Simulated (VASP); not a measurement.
# Ga3H (Pm-3m) in VASP: single point with PBE

Aim: the single point of Ga3H with PBE.

Everything below comes from runs of VASP 6.6.1. Logs are shortened: lines on timing, memory, paths and dates and some standing lists are left out, and cuts for length are marked.

## Step 1: The cell of the first run

Symmetry: Pm-3m, No. 221, cubic system. Conventional cell: a = 3.978 Å, b = 3.978 Å, c = 3.978 Å, α = 90.00°, β = 90.00°, γ = 90.00°. Within 3.7 Å of Ga (site symmetry 4/mmm) lie 8 Ga at 2.81 Å and 4 H at 2.81 Å. Within 3.7 Å of H (site symmetry m-3m) lie 12 Ga at 2.81 Å.

## Step 2: Single point, PBE

The input, INCAR:

```
SYSTEM = Ga3H
ALGO = Normal
EDIFF = 1E-6
ENCUT = 520
GGA = PE
ISIF = 2
ISMEAR = 0
LASPH = .True.
LCHARG = .True.
LELF = .True.
LREAL = .False.
LVHAR = .True.
LWAVE = .False.
NBANDS = 28
NELM = 80
PREC = Accurate
SIGMA = 0.1
```

The input, KPOINTS:

```
k-points
0
Gamma
  12 12 12
  0 0 0
```

The input, POSCAR:

```
Ga3H
1.0
    3.9782392760      0.0000000000      0.0000000000
    0.0000000000      3.9782392760      0.0000000000
    0.0000000000      0.0000000000      3.9782392760
Ga H
3 1
Direct
    0.0000000000      0.5000000000      0.5000000000
    0.5000000000      0.0000000000      0.5000000000
    0.5000000000      0.5000000000      0.0000000000
    0.0000000000      0.0000000000      0.0000000000
```

Potentials or basis: VASP PAW PBE potentials, release 64 (Ga_d, H).

On the command line:

```sh
cat potpaw_PBE.64/Ga_d/POTCAR potpaw_PBE.64/H/POTCAR > POTCAR
mpirun -np 1 vasp_std > vasp.out
```

OUTCAR:

```text
SYSTEM = Ga3H
   EDIFF = 1E-6
   ENCUT = 520
   GGA = PE
   ISIF = 2
   ISMEAR = 0
   LASPH = .True.
   LREAL = .False.
   NELM = 80
   PREC = Accurate

 ion  position               nearest neighbor table
   1  0.000  0.500  0.500-   2 2.81   3 2.81   3 2.81   2 2.81   2 2.81   3 2.81   3 2.81   2 2.81

   2  0.500  0.000  0.500-   1 2.81   3 2.81   3 2.81   1 2.81   3 2.81   3 2.81   1 2.81   1 2.81

   3  0.500  0.500  0.000-   1 2.81   2 2.81   1 2.81   2 2.81   2 2.81   2 2.81   1 2.81   1 2.81

   4  0.000  0.000  0.000-

  LATTYP: Found a simple cubic cell.
 ALAT       =     3.9782392760

  Lattice vectors:

 A1 = (   3.9782392760,   0.0000000000,   0.0000000000)
 A2 = (   0.0000000000,   3.9782392760,   0.0000000000)
 A3 = (   0.0000000000,   0.0000000000,   3.9782392760)

Analysis of symmetry for initial positions (statically):
=====================================================================
 Subroutine PRICEL returns:
 Original cell was already a primitive cell.

 Routine SETGRP: Setting up the symmetry group for a
 simple cubic supercell.

 Subroutine GETGRP returns: Found 48 space group operations
 (whereof 48 operations were pure point group operations)
 out of a pool of 48 trial point group operations.

The static configuration has the point symmetry O_h .

Analysis of symmetry for dynamics (positions and initial velocities):
=====================================================================
 Subroutine PRICEL returns:
 Original cell was already a primitive cell.

 Routine SETGRP: Setting up the symmetry group for a
 simple cubic supercell.

 Subroutine GETGRP returns: Found 48 space group operations
 (whereof 48 operations were pure point group operations)
 out of a pool of 48 trial point group operations.

The dynamic configuration has the point symmetry O_h .

 Subroutine INISYM returns: Found 48 space group operations
 (whereof 48 operations are pure point group operations),
 and found     1 'primitive' translations

----------------------------------------------------------------------------------------

                                     Primitive cell

  volume of cell :      62.9612

  direct lattice vectors                    reciprocal lattice vectors
     3.978239276  0.000000000  0.000000000     0.251367485  0.000000000  0.000000000
     0.000000000  3.978239276  0.000000000     0.000000000  0.251367485  0.000000000
     0.000000000  0.000000000  3.978239276     0.000000000  0.000000000  0.251367485

  length of vectors
     3.978239276  3.978239276  3.978239276     0.251367485  0.251367485  0.251367485

  position of ions in fractional coordinates (direct lattice)
     0.000000000  0.500000000  0.500000000
     0.500000000  0.000000000  0.500000000
     0.500000000  0.500000000  0.000000000
     0.000000000  0.000000000  0.000000000

  ion indices of the primitive-cell ions
   primitive index   ion index
                 1           1
                 2           2
                 3           3
                 4           4

----------------------------------------------------------------------------------------

 KPOINTS: k-points

Automatic generation of k-mesh.
 Grid dimensions read from file:
 generate k-points for:   12   12   12

 Generating k-lattice:

  Cartesian coordinates                     Fractional coordinates (reciprocal lattice)
     0.020947290  0.000000000  0.000000000     0.083333333  0.000000000  0.000000000
     0.000000000  0.020947290  0.000000000     0.000000000  0.083333333  0.000000000
     0.000000000  0.000000000  0.020947290     0.000000000  0.000000000  0.083333333

  Length of vectors
     0.020947290  0.020947290  0.020947290

  Shift w.r.t. Gamma in fractional coordinates (k-lattice)
     0.000000000  0.000000000  0.000000000

 Subroutine IBZKPT returns following result:
 ===========================================

 Found     84 irreducible k-points:

 Following reciprocal coordinates:
            Coordinates               Weight
  0.000000  0.000000  0.000000      1.000000
  0.083333  0.000000  0.000000      6.000000
  0.166667  0.000000  0.000000      6.000000
  0.250000  0.000000  0.000000      6.000000
  0.333333  0.000000  0.000000      6.000000
  0.416667  0.000000  0.000000      6.000000
[... 16 lines left out ...]
  0.333333  0.333333  0.000000     12.000000
  0.416667  0.333333  0.000000     24.000000
 [... further k-points ...]
   k-points           NKPTS =     84   k-points in BZ     NKDIM =     84   number of bands    NBANDS=     28
   number of dos      NEDOS =    301   number of ions     NIONS =      4
   total plane-waves  NPLWV =  27000
   dimension x,y,z NGX =    30 NGY =   30 NGZ =   30
   dimension x,y,z NGXF=    60 NGYF=   60 NGZF=   60
   ions per type =               3   1
   NGX,Y,Z   is equivalent  to a cutoff of  12.54, 12.54, 12.54 a.u.
   NGXF,Y,Z  is equivalent  to a cutoff of  25.07, 25.07, 25.07 a.u.
 SYSTEM =  Ga3H
   PREC   = accura    normal or accurate (medium, high low for compatibility)
   ISTART =      0    job   : 0-new  1-cont  2-samecut
   ICHARG =      2    charge: 1-file 2-atom 10-const
   ISPIN  =      1    spin polarized calculation?
   LNONCOLLINEAR =      F non collinear calculations
   LSORBIT =      F    spin-orbit coupling
   LASPH  =      T    aspherical Exc in radial PAW
   ENCUT  =  520.0 eV  38.22 Ry    6.18 a.u.   7.40  7.40  7.40*2*pi/ulx,y,z
   NELM   =     80;   NELMIN=  2; NELMDL= -5     # of ELM steps
   EDIFF  = 0.1E-05   stopping-criterion for ELM
   LREAL  =      F    real-space projection
   EDIFFG = 0.1E-04   stopping-criterion for IOM
   NSW    =      0    number of steps for IOM
   IBRION =     -1    ionic relax: 0-MD 1-quasi-New 2-CG
   NFREE  =      0    steps in history (QN), initial steepest desc. (CG)
   ISIF   =      2    stress and relaxation
   ISYM   =      2    0-nonsym 1-usesym 2-fastsym
   POTIM  = 0.5000    time-step for ionic-motion
   TEBEG  =    0.0;   TEEND  =   0.0 temperature during run
   PSTRESS=    0.0 pullay stress
   NELECT =      40.0000    total number of electrons
   NUPDOWN=      -1.0000    fix difference up-down
   EMIN   =  10.00;   EMAX   =-10.00  energy-range for DOS
   EFERMI =   0.00;   METHOD = LEGACY
   ISMEAR =     0;   SIGMA  =   0.10  broadening in eV -4-tet -1-fermi 0-gaus
   EFERMI_NEDOS =   21; number of points for ismear=-14 and -15
   IALGO  =     38    algorithm
   IMIX   =      4    mixing-type and parameters
     AMIX     =   0.40;   BMIX     =  1.00
     AMIX_MAG =   1.60;   BMIX_MAG =  1.00
  volume/ion in A,a.u.               =      15.74       106.22
  Fermi-wavevector in a.u.,A,eV,Ry     =   1.407356  2.659517 26.948386  1.980651
  Thomas-Fermi vector in A             =   2.529623
   LORBIT       =      0    0 simple, 1 ext, 2 COOP (PROOUT), +10 PAW based schemes
   GGA     = PE    functional components
   LHFCALC =     F    Hartree Fock is set to
   AEXX    =    0.0000 exact exchange contribution
   IVDW    =     0    specifies the selected vdW correction
   LEPSILON=     F    determine dielectric tensor
   LRPA    =     F    only Hartree local field effects (RPA)
 non-spin polarized calculation
 Gauss-broadening in eV      SIGMA  =   0.10
  energy-cutoff  :      520.00
  volume of cell :       62.96
 maximum number of plane-waves:      1743
 NGX is ok and might be reduce to    30
   NGX = 15   NGY = 15   NGZ = 15

 number of electron      39.9999975 magnetization

 Free energy of the ion-electron system (eV)
  ---------------------------------------------------
  ext. energy  EPLUGINS =         0.00000000
  ---------------------------------------------------
  free energy    TOTEN  =       -10.47385239 eV

  energy without entropy =      -10.46282872  energy(sigma->0) =      -10.46834056

 E-fermi :   4.7216     XC(G=0): -10.7180

 val. band max:        4.7183751115   @ k =   0.3333   0.2500   0.2500
 cond. band min:       4.7366674183   @ k =   0.4167   0.3333   0.0833
 fundamental gap:      0.0182923068
 Fermi energy:         4.7216280871

 k-point     1 :       0.0000    0.0000    0.0000
  band No.  band energies     occupation
      1     -10.4465      2.00000
      2     -10.4223      2.00000
      3     -10.4223      2.00000
      4     -10.4223      2.00000
      5     -10.2949      2.00000
      6     -10.2949      2.00000
[... 20 lines left out ...]
     27      13.5746      0.00000
     28      13.5746      0.00000

 k-point     2 :       0.0833    0.0000    0.0000
  band No.  band energies     occupation
      1     -10.4391      2.00000
      2     -10.4207      2.00000
      3     -10.4149      2.00000
      4     -10.4149      2.00000
      5     -10.2934      2.00000
      6     -10.2891      2.00000
[... 20 lines left out ...]
     27      13.2246      0.00000
     28      13.2247      0.00000

 k-point     3 :       0.1667    0.0000    0.0000
  band No.  band energies     occupation
      1     -10.4178      2.00000
      2     -10.4160      2.00000
      3     -10.3929      2.00000
      4     -10.3929      2.00000
      5     -10.2892      2.00000
      6     -10.2725      2.00000
[... 20 lines left out ...]
     27      13.0331      0.00000
     28      13.0331      0.00000

 k-point     4 :       0.2500    0.0000    0.0000
  band No.  band energies     occupation
      1     -10.4095      2.00000
      2     -10.3859      2.00000
      3     -10.3574      2.00000
      4     -10.3574      2.00000
      5     -10.2831      2.00000
      6     -10.2471      2.00000
[... 578 lines left out ...]
     27      11.8642      0.00000
     28      13.1556      0.00000

 k-point    23 :       0.3333    0.3333    0.0000
  band No.  band energies     occupation
      1     -10.3295      2.00000
      2     -10.3284      2.00000
      3     -10.2603      2.00000
      4     -10.2503      2.00000
      5     -10.2399      2.00000
      6     -10.1856      2.00000
[... 20 lines left out ...]
     27      11.9961      0.00000
     28      13.9749      0.00000

 k-point    24 :       0.4167    0.3333    0.0000
  band No.  band energies     occupation
      1     -10.3124      2.00000
      2     -10.3116      2.00000
      3     -10.2651      2.00000
      4     -10.2247      2.00000
      5     -10.2102      2.00000
      6     -10.1921      2.00000
[... 20 lines left out ...]
     27      12.9341      0.00000
     28      13.3450      0.00000

 [... further k-points ...]

------------------------ aborting loop because EDIFF is reached ----------------------------------------

  FORCE on cell =-STRESS in cart. coord.  units (eV):
  Direction    XX          YY          ZZ          XY          YZ          ZX
  --------------------------------------------------------------------------------------
  -------------------------------------------------------------------------------------
  Total        0.0296040      0.0296040      0.0296040     -0.0000000      0.0000000      0.0000000
  in kB        0.7533342      0.7533342      0.7533342     -0.0000000      0.0000000      0.0000000
  external PRESSURE =       0.7533342 kB  Pullay stress =       0.0000000 kB

 VOLUME and BASIS-vectors are now :
 -----------------------------------------------------------------------------
  energy-cutoff  :      520.00
  volume of cell :       62.96
      direct lattice vectors                 reciprocal lattice vectors
     3.978239276  0.000000000  0.000000000     0.251367485  0.000000000  0.000000000
     0.000000000  3.978239276  0.000000000     0.000000000  0.251367485  0.000000000
     0.000000000  0.000000000  3.978239276     0.000000000  0.000000000  0.251367485

 POSITION                                       TOTAL-FORCE (eV/Angst)
 -----------------------------------------------------------------------------------
      0.00000      1.98912      1.98912         0.000000      0.000000      0.000000
      1.98912      0.00000      1.98912         0.000000      0.000000      0.000000
      1.98912      1.98912      0.00000         0.000000      0.000000      0.000000
      0.00000      0.00000      0.00000         0.000000      0.000000      0.000000
 -----------------------------------------------------------------------------------
    total drift:                                0.000000      0.000000     -0.000000

  FREE ENERGIE OF THE ION-ELECTRON SYSTEM (eV)
  ---------------------------------------------------
  free  energy   TOTEN  =       -10.4738523925 eV

  energy  without entropy=      -10.4628287179  energy(sigma->0) =      -10.46834056
```

Wall time 94 s (1 thread of Intel Xeon Platinum 8488C (Sapphire Rapids), shared host); peak memory 0.24 GiB.

Results:

```
Free energy            : -10.4739 eV
Pressure               : 0.1 GPa
Band gap on the k mesh : zero (band 20 reaches 6.77 eV, above the bottom of band 21 at 2.32 eV)
```

Levels at points of the mesh, in eV from the Fermi level:
| k point | band 18 | band 19 | band 20 | band 21 | band 22 | band 23 |
| --- | --- | --- | --- | --- | --- | --- |
| (0.00, 0.00, 0.00) | -1.44 | -1.44 | -1.17 | -1.17 | -1.11 | 6.63 |
| (0.50, 0.00, 0.00) | -0.39 | -0.12 | 0.31 | 0.31 | 2.41 | 2.41 |
| (0.50, 0.50, 0.00) | -6.07 | -4.72 | 2.05 | 2.64 | 2.99 | 3.33 |
| (0.50, 0.50, 0.50) | -4.48 | -4.48 | -2.51 | -2.40 | -2.40 | -2.40 |
